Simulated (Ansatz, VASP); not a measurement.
## Sr: VASP beside Ansatz

```
Sr
1.0
     3.96636    0.00000    0.00000
     0.00000    3.96636    0.00000
     0.00000    0.00000    3.96636
Sr
1
Direct
  0.00000 0.00000 0.00000
```

Alike in both runs: task single point; functional BLYP; k mesh 9 × 9 × 9; occupations fermi-dirac, width 0.1 eV; no spin polarisation.

|  | VASP | Ansatz |
| --- | --- | --- |
| version | VASP 6.6.1 | Ansatz 0.2.0 |
| potentials or method | VASP PAW PBE potentials, release 64 (Sr_sv), cutoff 500 eV | plane waves (420 eV) with PAW, scalar-relativistic |
| valence electrons in the cell | 10 | 10 |

```csv
,VASP,Ansatz,Ansatz less VASP
pressure (GPa),0.0,0.0,+0.03
```

VASP's potentials were made for PBE, not for BLYP.
